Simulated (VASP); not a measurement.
# Pt (P6/mmm) in VASP: further runs, part 2 of 2

VASP 6.6.1. Earlier steps stand in the parts before.

### Step 5. Single point, r2SCAN

This run uses another cell than the first one, of 15.68 Å³/atom.

The input, POSCAR:

```
Pt
1.0
    4.5007809242      0.0000000000      0.0000000000
   -2.2503904621      3.8977906172      0.0000000000
    0.0000000000      0.0000000000      2.6817811049
Pt
3
Direct
    1.0000000000      0.0000000000      1.0000000000
    0.3333333333      0.6666666667      0.5000000000
    0.6666666667      0.3333333333      0.5000000000
```

The input, INCAR.step1:

```
SYSTEM = Pt
  PREC = Accurate
  ENCUT = 520
  ISMEAR = -1
  SIGMA = 0.1
  LREAL = .FALSE.
  LASPH = .TRUE.
  NELM = 80
  NBANDS = 22
  GGA = PE
  ALGO = Normal
  EDIFF = 1E-4
  LWAVE = .TRUE.
  LCHARG = .FALSE.
```

The input, INCAR.step2:

```
SYSTEM = Pt
  PREC = Accurate
  ENCUT = 520
  EDIFF = 1E-6
  ISMEAR = -1
  SIGMA = 0.1
  LREAL = .FALSE.
  LASPH = .TRUE.
  NELM = 80
  ALGO = Normal
  ISIF = 2
  LWAVE = .FALSE.
  LCHARG = .FALSE.
  METAGGA = R2SCAN
  LMIXTAU = .TRUE.
  NBANDS = 22
  ISTART = 1
```

The input, KPOINTS:

```
Automatic mesh
0
G
  11 11 15
  0 0 0
```

Run with:

```bash
cat potpaw_PBE.64/Pt/POTCAR > POTCAR
cp INCAR.step1 INCAR
mpirun -np 1 vasp_std > vasp.out
cp INCAR.step2 INCAR
mpirun -np 1 vasp_std > vasp.out
```

Run time: 6.5 min. Hardware: 1 thread of Intel Xeon 8259CL, shared host; peak memory 0.24 GiB.

The run converged. Its results:

- Free energy: -154.1467 eV
- Pressure: 0.5 GPa
- Band gap on the k mesh: zero (bands 15 and 16 overlap by 1.42 eV)

Stress tensor (GPa, compression positive):
```
0.49 0.00 0.00
0.00 0.49 0.00
0.00 0.00 0.64
```

Levels at points of the mesh, in eV from the Fermi level:
| k point | band 13 | band 14 | band 15 | band 16 | band 17 | band 18 |
| --- | --- | --- | --- | --- | --- | --- |
| (0.00, 0.00, 0.00) | -1.92 | -1.92 | 0.30 | 0.30 | 5.32 | 6.36 |

Caveat: the PAW data sets were made with another functional, which shifts forces and pressure a little; spin-orbit coupling is left out, which moves the levels of the heavy elements.

### Step 6. Relaxation of cell and atoms, r2SCAN

This run uses another cell than the first one, of 15.09 Å³/atom.

The input, POSCAR:

```
Pt
1.0
    4.4020276304      0.0000000000      0.0000000000
   -2.2010138152      3.8122677561      0.0000000000
    0.0000000000      0.0000000000      2.6984429374
Pt
3
Direct
    0.0000000000      0.0000000000      0.0000000000
    0.3333333333      0.6666666667      0.5000000000
    0.6666666667      0.3333333333      0.5000000000
```

The input, INCAR.step1:

```
SYSTEM = Pt
  ALGO = Normal
  EDIFF = 1E-4
  ENCUT = 600
  GGA = PE
  ISMEAR = -1
  LASPH = .True.
  LCHARG = .False.
  LREAL = .False.
  LWAVE = .True.
  NELM = 80
  PREC = Accurate
  SIGMA = 0.1
```

The input, INCAR.step2:

```
SYSTEM = Pt
  ALGO = Normal
  EDIFF = 1E-6
  EDIFFG = -0.01
  ENCUT = 600
  IBRION = 2
  ISIF = 3
  ISMEAR = -1
  ISTART = 1
  LASPH = .True.
  LCHARG = .False.
  LMIXTAU = .True.
  LREAL = .False.
  LWAVE = .False.
  METAGGA = R2SCAN
  NELM = 80
  NSW = 80
  PREC = Accurate
  SIGMA = 0.1
```

The input, KPOINTS:

```
k-points
0
Gamma
  8 8 12
  0 0 0
```

Potentials or basis: VASP PAW PBE potentials, release 64 (Pt).

Run with:

```bash
cat potpaw_PBE.64/Pt/POTCAR > POTCAR
cp INCAR.step1 INCAR
mpirun -np 1 vasp_std > vasp.out
cp INCAR.step2 INCAR
mpirun -np 1 vasp_std > vasp.out
```

Wall time 18 min (1 thread of Intel Xeon 8259CL, shared host); peak memory 0.23 GiB.

It converged, with:

| Property | Result |
| --- | --- |
| Free energy | -154.1529 eV |
| Relaxed volume | 15.72 Å³/atom |
| Relaxed cell | a = 4.504 Å, b = 4.504 Å, c = 2.684 Å, α = 90.00°, β = 90.00°, γ = 120.00° |
| Space group after relaxing (to 0.1 Å) | P6/mmm (No. 191) |
| Energy gained by relaxing | 32.1 meV/atom |
| Ionic steps | 6 |
| Pressure after relaxing | 0.0 GPa |
| Band gap on the k mesh | zero (bands 15 and 16 overlap by 1.54 eV) |

The path:
| step | energy change (eV) | largest force (eV/Å) | pressure (GPa) | volume (Å³) |
| --- | --- | --- | --- | --- |
| 1 | 0.0000 | 0.0000 | 12.01 | 45.28 |
| 2 | 0.3720 | 0.0000 | -21.62 | 53.07 |
| 3 | -0.0885 | 0.0000 | -1.60 | 47.48 |
| 4 | -0.0887 | 0.0000 | -1.08 | 47.38 |
| 5 | -0.0936 | 0.0000 | 0.70 | 47.04 |
| 6 | -0.0962 | 0.0000 | -0.01 | 47.16 |

Final structure:
```
Pt
1.0
     4.50420    0.00000    0.00000
    -2.25210    3.90075    0.00000
     0.00000    0.00000    2.68432
Pt
3
Direct
  0.00000 0.00000 0.00000
  0.33333 0.66667 0.50000
  0.66667 0.33333 0.50000
```

Levels at points of the mesh, in eV from the Fermi level:
| k point | band 11 | band 12 | band 13 | band 14 | band 15 | band 16 | band 17 | band 18 | band 19 |
| --- | --- | --- | --- | --- | --- | --- | --- | --- | --- |
| (0.00, 0.00, 0.00) | -2.09 | -2.09 | -1.91 | -1.91 | 0.30 | 0.30 | 5.31 | 6.35 | 7.69 |
| (0.50, 0.00, 0.00) | -1.71 | -0.97 | -0.39 | -0.38 | -0.29 | -0.28 | 0.18 | 0.38 | 6.23 |
| (0.00, 0.00, 0.50) | -0.58 | -0.58 | -0.16 | -0.16 | 1.26 | 2.50 | 2.93 | 8.31 | 9.02 |
| (0.50, 0.00, 0.50) | -1.77 | -0.93 | -0.49 | 0.13 | 0.77 | 2.24 | 2.93 | 5.87 | 5.91 |

Caveat: the PAW data sets were made with another functional, which shifts forces and pressure a little; spin-orbit coupling is left out, which moves the levels of the heavy elements.

### Step 7. Summary

| task | spin | cell | k mesh | cutoff (eV) | smearing | gap on the mesh (eV) | pressure (GPa) | moment (μB) |
| --- | --- | --- | --- | --- | --- | --- | --- | --- |
| single point | collinear | a = 4.440, b = 4.440, c = 2.645 Å, angles 90.0, 90.0, 120.0°, 3 atoms | 11 × 11 × 15 | 520 | fermi-dirac 0.05 eV | none | 12.2 | 0.04 |
| single point | collinear | a = 4.501, b = 4.501, c = 2.681 Å, angles 90.0, 90.0, 120.0°, 3 atoms | 8 × 8 × 12 | 520 | fermi-dirac 0.05 eV | none | 0.4 | 0.00 |
| single point | collinear | a = 4.377, b = 4.377, c = 2.608 Å, angles 90.0, 90.0, 120.0°, 3 atoms | 11 × 11 × 15 | 520 | fermi-dirac 0.05 eV | none | 27.6 | 0.01 |
| single point | off | a = 4.501, b = 4.501, c = 2.682 Å, angles 90.0, 90.0, 120.0°, 3 atoms | 11 × 11 × 15 | 520 | fermi-dirac 0.1 eV | none | 0.5 | - |
| relaxation of cell and atoms | off | relaxed from a = 4.402, b = 4.402, c = 2.698 Å, angles 90.0, 90.0, 120.0°, 3 atoms | 8 × 8 × 12 | 600 | fermi-dirac 0.1 eV | none | 0.0 | - |

Alike in all rows: level r2SCAN; potentials or basis VASP PAW PBE potentials, release 64 (Pt).

Caveats: the PAW data sets were made with another functional, which shifts forces and pressure a little; spin-orbit coupling is left out, which moves the levels of the heavy elements; the cell stands under pressure (at least some runs).

Total energies depend on the potentials used, so only differences within one code and one set of settings carry meaning.
